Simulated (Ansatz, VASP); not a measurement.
**Two plane-wave programs on Cu**

```
Cu
1.0
     2.56666    0.00000    0.00000
    -1.28333    2.22279    0.00000
     0.00000    0.00000   25.47834
Cu
6
Direct
  0.66667 0.33333 0.29437
  0.33333 0.66667 0.37662
  0.00000 0.00000 0.45887
  0.66667 0.33333 0.54113
  0.33333 0.66667 0.62338
  0.00000 0.00000 0.70563
```

Alike in both runs: task single point; functional PBE; k mesh 15 × 15 × 1; occupations gaussian, width 0.1 eV; no spin polarisation.

|  | VASP | Ansatz |
| --- | --- | --- |
| version | VASP 6.6.1 | Ansatz 0.2.0 |
| potentials or method | VASP PAW PBE potentials, release 64 (Cu), cutoff 520 eV | scalar-relativistic, plane waves, PAW |
| valence electrons in the cell | 66 | 114 |

```csv
,VASP,Ansatz,Ansatz less VASP
gap on the k mesh at the Fermi level (eV),none,none,-
rms of the force components (eV/Å),0.027,0.030,+0.0031
"work function, face that differs most (eV)",4.79,4.82,+0.030
```

Atom by atom the forces differ by 0.006 eV/Å (rms over components). A gap of «none» marks a metal or a gap that the smearing closes. VASP's potentials hold 66 valence electrons a cell and Ansatz's 114, so a difference there can come from the potentials and not from the codes. Ansatz's warnings: xc potential rough in thin density.
